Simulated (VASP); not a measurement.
# Au in VASP: notebook

Runs on Au. Level: r2SCAN. Tasks: single point.

Everything below comes from runs of VASP 6.6.1. Logs are shortened: lines on timing, memory, paths and dates and some standing lists are left out, and cuts for length are marked.

## 1. The cell of the first run

The cell holds a slab with vacuum, 7 atoms: a = 2.890 Å, b = 2.890 Å, c = 29.594 Å, α = 90.00°, β = 90.00°, γ = 120.00°.

## 2. Single point, r2SCAN

Input file POSCAR:

```
Au
1.0
    2.8902925737      0.0000000000      0.0000000000
   -1.4451462869      2.5030667932      0.0000000000
    0.0000000000      0.0000000000     29.5941470806
Au
7
Direct
    0.3333333333      0.6666666667      0.2532242864
    0.6666666667      0.3333333333      0.3364906039
    0.3333333333      0.6666666667      0.4183967841
    0.6666666667      0.3333333333      0.5000001026
    0.3333333333      0.6666666667      0.5816033617
    0.6666666667      0.3333333333      0.6635094087
    0.3333333333      0.6666666667      0.7467754526
```

Input file INCAR.step1:

```
SYSTEM = Au
  PREC = Accurate
  ENCUT = 520
  ISMEAR = 0
  SIGMA = 0.1
  LREAL = .FALSE.
  LASPH = .TRUE.
  NELM = 80
  LDIPOL = .TRUE.
  IDIPOL = 3
  DIPOL = 0.5 0.5 0.500
  NBANDS = 48
  GGA = PE
  ALGO = Normal
  EDIFF = 1E-4
  LWAVE = .TRUE.
  LCHARG = .FALSE.
```

Input file INCAR.step2:

```
SYSTEM = Au
  PREC = Accurate
  ENCUT = 520
  EDIFF = 1E-7
  ISMEAR = 0
  SIGMA = 0.1
  LREAL = .FALSE.
  LASPH = .TRUE.
  NELM = 80
  ALGO = Normal
  ISIF = 2
  LWAVE = .FALSE.
  LCHARG = .FALSE.
  LDIPOL = .TRUE.
  IDIPOL = 3
  DIPOL = 0.5 0.5 0.500
  METAGGA = R2SCAN
  LMIXTAU = .TRUE.
  NBANDS = 48
  ISTART = 1
```

Input file KPOINTS:

```
regular mesh
0
G
  12 12 1
  0 0 0
```

Potentials or basis: VASP PAW PBE potentials, release 64 (Au).

Launch:

```sh
cat potpaw_PBE.64/Au/POTCAR > POTCAR
cp INCAR.step1 INCAR
mpirun -np 1 vasp_std > vasp.out
cp INCAR.step2 INCAR
mpirun -np 1 vasp_std > vasp.out
```

OUTCAR:

```text
SYSTEM = Au
   PREC = Accurate
   ENCUT = 520
   EDIFF = 1E-7
   ISMEAR = 0
   LREAL = .FALSE.
   LASPH = .TRUE.
   NELM = 80
   ISIF = 2
   METAGGA = R2SCAN
   ISTART = 1

 ion  position               nearest neighbor table
   1  0.333  0.667  0.253-   2 2.98   2 2.98   2 2.98
   2  0.667  0.333  0.336-   3 2.94   3 2.94   3 2.94   1 2.98   1 2.98   1 2.98
   3  0.333  0.667  0.418-   4 2.94   4 2.94   4 2.94   2 2.94   2 2.94   2 2.94
   4  0.667  0.333  0.500-   5 2.94   5 2.94   5 2.94   3 2.94   3 2.94   3 2.94
   5  0.333  0.667  0.582-   4 2.94   4 2.94   4 2.94   6 2.94   6 2.94   6 2.94
   6  0.667  0.333  0.664-   5 2.94   5 2.94   5 2.94   7 2.98   7 2.98   7 2.98
   7  0.333  0.667  0.747-   6 2.98   6 2.98   6 2.98

  LATTYP: Found a hexagonal cell.
 ALAT       =     2.8902925737
 C/A-ratio  =    10.2391527245

  Lattice vectors:

 A1 = (   2.8902925737,   0.0000000000,   0.0000000000)
 A2 = (  -1.4451462869,   2.5030667932,   0.0000000000)
 A3 = (   0.0000000000,   0.0000000000,  29.5941470806)

Analysis of symmetry for initial positions (statically):
=====================================================================
 Subroutine PRICEL returns:
 Original cell was already a primitive cell.

 Routine SETGRP: Setting up the symmetry group for a
 hexagonal supercell.

 Subroutine GETGRP returns: Found 12 space group operations
 (whereof 12 operations were pure point group operations)
 out of a pool of 24 trial point group operations.

The static configuration has the point symmetry D_3h.

Analysis of symmetry for dynamics (positions and initial velocities):
=====================================================================
 Subroutine PRICEL returns:
 Original cell was already a primitive cell.

 Routine SETGRP: Setting up the symmetry group for a
 hexagonal supercell.

 Subroutine GETGRP returns: Found 12 space group operations
 (whereof 12 operations were pure point group operations)
 out of a pool of 24 trial point group operations.

The dynamic configuration has the point symmetry D_3h.

 Subroutine INISYM returns: Found 12 space group operations
 (whereof 12 operations are pure point group operations),
 and found     1 'primitive' translations

----------------------------------------------------------------------------------------

                                     Primitive cell

  volume of cell :     214.1017

  direct lattice vectors                    reciprocal lattice vectors
     2.890292574  0.000000000  0.000000000     0.345985735  0.199754957  0.000000000
    -1.445146287  2.503066793  0.000000000     0.000000000  0.399509914  0.000000000
     0.000000000  0.000000000 29.594147081     0.000000000  0.000000000  0.033790465

  length of vectors
     2.890292574  2.890292574 29.594147081     0.399509914  0.399509914  0.033790465

  position of ions in fractional coordinates (direct lattice)
     0.333333333  0.666666667  0.253224286
     0.666666667  0.333333333  0.336490604
     0.333333333  0.666666667  0.418396784
     0.666666667  0.333333333  0.500000103
     0.333333333  0.666666667  0.581603362
     0.666666667  0.333333333  0.663509409
     0.333333333  0.666666667  0.746775453

  ion indices of the primitive-cell ions
   primitive index   ion index
                 1           1
                 2           2
                 3           3
                 4           4
                 5           5
                 6           6
                 7           7

----------------------------------------------------------------------------------------

 KPOINTS: regular mesh

Automatic generation of k-mesh.
 Grid dimensions read from file:
 generate k-points for:   12   12    1

 Generating k-lattice:

  Cartesian coordinates                     Fractional coordinates (reciprocal lattice)
     0.028832145  0.016646246  0.000000000     0.083333333  0.000000000  0.000000000
     0.000000000  0.033292493  0.000000000     0.000000000  0.083333333  0.000000000
     0.000000000  0.000000000  0.033790465     0.000000000  0.000000000  1.000000000

  Length of vectors
     0.033292493  0.033292493  0.033790465

  Shift w.r.t. Gamma in fractional coordinates (k-lattice)
     0.000000000  0.000000000  0.000000000

 Subroutine IBZKPT returns following result:
 ===========================================

 Found     19 irreducible k-points:

 Following reciprocal coordinates:
            Coordinates               Weight
  0.000000  0.000000  0.000000      1.000000
  0.083333 -0.000000  0.000000      6.000000
  0.166667  0.000000  0.000000      6.000000
  0.250000  0.000000  0.000000      6.000000
  0.333333 -0.000000  0.000000      6.000000
  0.416667  0.000000  0.000000      6.000000
[... 11 lines left out ...]
  0.333333  0.250000  0.000000     12.000000
  0.333333  0.333333  0.000000      2.000000
   k-points           NKPTS =     19   k-points in BZ     NKDIM =     19   number of bands    NBANDS=     48
   number of dos      NEDOS =    301   number of ions     NIONS =      7
   total plane-waves  NPLWV = 129024
   dimension x,y,z NGX =    24 NGY =   24 NGZ =  224
   dimension x,y,z NGXF=    48 NGYF=   48 NGZF=  448
   ions per type =               7
   NGX,Y,Z   is equivalent  to a cutoff of  13.80, 13.80, 12.58 a.u.
   NGXF,Y,Z  is equivalent  to a cutoff of  27.61, 27.61, 25.17 a.u.
 SYSTEM =  Au
   PREC   = accura    normal or accurate (medium, high low for compatibility)
   ISTART =      1    job   : 0-new  1-cont  2-samecut
   ICHARG =      0    charge: 1-file 2-atom 10-const
   ISPIN  =      1    spin polarized calculation?
   LNONCOLLINEAR =      F non collinear calculations
   LSORBIT =      F    spin-orbit coupling
   LASPH  =      T    aspherical Exc in radial PAW
   ENCUT  =  520.0 eV  38.22 Ry    6.18 a.u.   5.37  5.37 55.03*2*pi/ulx,y,z
   NELM   =     80;   NELMIN=  2; NELMDL=  0     # of ELM steps
   EDIFF  = 0.1E-06   stopping-criterion for ELM
   LREAL  =      F    real-space projection
   EDIFFG = 0.1E-05   stopping-criterion for IOM
   NSW    =      0    number of steps for IOM
   IBRION =     -1    ionic relax: 0-MD 1-quasi-New 2-CG
   NFREE  =      0    steps in history (QN), initial steepest desc. (CG)
   ISIF   =      2    stress and relaxation
   ISYM   =      2    0-nonsym 1-usesym 2-fastsym
   POTIM  = 0.5000    time-step for ionic-motion
   TEBEG  =    0.0;   TEEND  =   0.0 temperature during run
   PSTRESS=    0.0 pullay stress
   NELECT =      77.0000    total number of electrons
   NUPDOWN=      -1.0000    fix difference up-down
   EMIN   =  10.00;   EMAX   =-10.00  energy-range for DOS
   EFERMI =   0.00;   METHOD = LEGACY
   ISMEAR =     0;   SIGMA  =   0.10  broadening in eV -4-tet -1-fermi 0-gaus
   EFERMI_NEDOS =   21; number of points for ismear=-14 and -15
   IALGO  =     38    algorithm
   IMIX   =      4    mixing-type and parameters
     AMIX     =   0.40;   BMIX     =  1.00
     AMIX_MAG =   1.60;   BMIX_MAG =  1.00
  volume/ion in A,a.u.               =      30.59       206.40
  Fermi-wavevector in a.u.,A,eV,Ry     =   1.164211  2.200040 18.441165  1.355387
  Thomas-Fermi vector in A             =   2.300752
   LORBIT       =      0    0 simple, 1 ext, 2 COOP (PROOUT), +10 PAW based schemes
   METAGGA = R2SCAN    functional components
   LHFCALC =     F    Hartree Fock is set to
   AEXX    =    0.0000 exact exchange contribution
   IVDW    =     0    specifies the selected vdW correction
   LEPSILON=     F    determine dielectric tensor
   LRPA    =     F    only Hartree local field effects (RPA)
 non-spin polarized calculation
 Gauss-broadening in eV      SIGMA  =   0.10
  energy-cutoff  :      520.00
  volume of cell :      214.10
 maximum number of plane-waves:      5871
 NGX is ok and might be reduce to    24
   NGX = 11   NGY = 11   NGZ =111

 number of electron      77.0000009 magnetization

 dipolmoment           0.000000      0.000000      0.000000 electrons x Angstroem

 Free energy of the ion-electron system (eV)
  ---------------------------------------------------
  ext. energy  EPLUGINS =         0.00000000
  ---------------------------------------------------
  free energy    TOTEN  =      -353.36607916 eV

  energy without entropy =     -353.35121846  energy(sigma->0) =     -353.35864881

 E-fermi :   2.8546     XC(G=0):  -8.1931

 val. band max:        2.8243984976   @ k =   0.4167   0.0833   0.0000
 cond. band min:       2.8783521119   @ k =   0.3333   0.1667   0.0000
 fundamental gap:      0.0539536143
 Fermi energy:         2.8545510397

 k-point     1 :       0.0000    0.0000    0.0000
  band No.  band energies     occupation
      1      -6.7967      2.00000
      2      -6.3183      2.00000
      3      -5.6627      2.00000
      4      -5.0086      2.00000
      5      -4.6440      2.00000
      6      -4.4609      2.00000
[... 40 lines left out ...]
     47       9.3271      0.00000
     48       9.3528      0.00000

 k-point     2 :       0.0833   -0.0000    0.0000
  band No.  band energies     occupation
      1      -6.5756      2.00000
      2      -6.1000      2.00000
      3      -5.4462      2.00000
      4      -4.7922      2.00000
      5      -4.4459      2.00000
      6      -4.2593      2.00000
[... 40 lines left out ...]
     47       9.4797      0.00000
     48       9.5152      0.00000

 k-point     3 :       0.1667    0.0000    0.0000
  band No.  band energies     occupation
      1      -5.9522      2.00000
      2      -5.4958      2.00000
      3      -4.8656      2.00000
      4      -4.2286      2.00000
      5      -3.9558      2.00000
      6      -3.7404      2.00000
[... 805 lines left out ...]
     47       8.8579      0.00000
     48       9.0459      0.00000

 k-point    19 :       0.3333    0.3333    0.0000
  band No.  band energies     occupation
      1      -3.3159      2.00000
      2      -3.1451      2.00000
      3      -3.1181      2.00000
      4      -3.0178      2.00000
      5      -2.9830      2.00000
      6      -2.9003      2.00000
[... 40 lines left out ...]
     47       8.6001      0.00000
     48       9.1534      0.00000

------------------------ aborting loop because EDIFF is reached ----------------------------------------

 vacuum level on the upper side and lower side of the slab       (xc-potential included)        -0.028        -0.028

  FORCE on cell =-STRESS in cart. coord.  units (eV):
  Direction    XX          YY          ZZ          XY          YZ          ZX
  --------------------------------------------------------------------------------------
  -------------------------------------------------------------------------------------
  Total       -2.3100353     -2.3100353      0.1152708      0.0000000     -0.0000000      0.0000000
  in kB      -17.2865817    -17.2865817      0.8626008      0.0000000     -0.0000000      0.0000000
  external PRESSURE =     -11.2368542 kB  Pullay stress =       0.0000000 kB

 VOLUME and BASIS-vectors are now :
 -----------------------------------------------------------------------------
  energy-cutoff  :      520.00
  volume of cell :      214.10
      direct lattice vectors                 reciprocal lattice vectors
     2.890292574  0.000000000  0.000000000     0.345985735  0.199754957  0.000000000
    -1.445146287  2.503066793  0.000000000     0.000000000  0.399509914  0.000000000
     0.000000000  0.000000000 29.594147081     0.000000000  0.000000000  0.033790465

 POSITION                                       TOTAL-FORCE (eV/Angst)
 -----------------------------------------------------------------------------------
     -0.00000      1.66871      7.49396         0.000000      0.000000     -0.011170
      1.44515      0.83436      9.95815         0.000000     -0.000000     -0.000997
     -0.00000      1.66871     12.38210         0.000000      0.000000     -0.002532
      1.44515      0.83436     14.79708        -0.000000      0.000000      0.000000
     -0.00000      1.66871     17.21206         0.000000      0.000000      0.002532
      1.44515      0.83436     19.63600         0.000000     -0.000000      0.000997
     -0.00000      1.66871     22.10018        -0.000000      0.000000      0.011170
 -----------------------------------------------------------------------------------
    total drift:                               -0.000001      0.000000     -0.000143

  FREE ENERGIE OF THE ION-ELECTRON SYSTEM (eV)
  ---------------------------------------------------
  free  energy   TOTEN  =      -353.3660791613 eV

  energy  without entropy=     -353.3512184630  energy(sigma->0) =     -353.35864881

 vacuum level on the upper side and lower side of the slab         8.066         8.066
```

Run time: 13 min. Hardware: 1 thread of Intel Xeon 6975P-C (Granite Rapids), shared host; peak memory 0.45 GiB.

What came out:

- Free energy: -353.3661 eV
- Largest force: 0.011 eV/Å

Forces in eV/Å, atoms in the order of the input:
```
Au   0.000  0.000 -0.011
Au   0.000  0.000 -0.001
Au   0.000  0.000 -0.003
Au   0.000  0.000  0.000
Au   0.000  0.000  0.003
Au   0.000  0.000  0.001
Au   0.000  0.000  0.011
```

Caveat: the PAW data sets were made with another functional, which shifts forces and pressure a little; spin-orbit coupling is left out, which moves the levels of the heavy elements.

[end of part 1 of 2]
